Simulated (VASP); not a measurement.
The system is In3GaAs4.

```
Ga As In
1.0
     4.12278    0.00000    0.00000
     0.00000    4.12278    0.00000
     0.00000    0.00000   11.66097
Ga As In
1 4 3
Direct
  0.00000 0.00000 0.00000
  0.00000 0.50000 0.12500
  0.50000 0.00000 0.37500
  0.00000 0.50000 0.62500
  0.50000 0.00000 0.87500
  0.50000 0.50000 0.25000
  0.00000 0.00000 0.50000
  0.50000 0.50000 0.75000
```

| Item | Value |
| --- | --- |
| Program | VASP 6.6.1 |
| Task | relaxation of cell and atoms |
| Functional | PBE |
| Potentials or basis | VASP PAW PBE potentials, release 64 (Ga_d, As, In_d) |
| Cutoff | 500 eV |
| k mesh | 6 × 6 × 2 |
| Occupations | fermi-dirac, width 0.02 eV |
| Spin | no spin polarisation |

At the start: pressure 9.3 GPa; volume 24.78 Å³/atom.

How do energy, volume and symmetry change on relaxing?

Over 17 steps the energy falls by 114.6 meV/atom and the volume is 28.14 Å³/atom (+13.6 %); space group P-4m2 (No. 115, to 0.1 Å) before and after.

The path:
```
step  energy change (eV)  largest force (eV/Å)  pressure (GPa)  volume (Å³)
   1              0.0000                1.4839            9.33       198.20
   2             -0.6799                0.2981           -3.02       242.52
   3             -0.8236                0.5486           -0.27       227.55
   4             -0.8551                0.3832           -0.17       226.71
   5             -0.8934                0.2638            0.25       224.19
   6             -0.9090                0.1789           -0.12       225.66
   7             -0.9120                0.1513           -0.35       226.64
   8             -0.9157                0.0495            0.28       223.86
   9             -0.9165                0.0568            0.09       224.66
  10             -0.9170                0.0131           -0.02       225.19
  11             -0.9171                0.0106           -0.01       225.11
  12             -0.9171                0.0054            0.01       225.05
  13             -0.9171                0.0054            0.01       225.02
  14             -0.9171                0.0073            0.03       224.95
  15             -0.9171                0.0059            0.02       225.00
  16             -0.9171                0.0052            0.01       225.07
  17             -0.9171                0.0048            0.00       225.11
```

Final structure:
```xyz
8
Lattice="4.2978 0.0000 0.0000 0.0000 4.2978 0.0000 0.0000 0.0000 12.1871" Properties=species:S:1:pos:R:3 pbc="T T T"
Ga    0.0000    0.0000    0.0000
As    0.0000    2.1489    1.3591
As    2.1489    0.0000    4.5176
As    0.0000    2.1489    7.6694
As    2.1489    0.0000   10.8280
In    2.1489    2.1489    2.9433
In    0.0000    0.0000    6.0935
In    2.1489    2.1489    9.2437
```
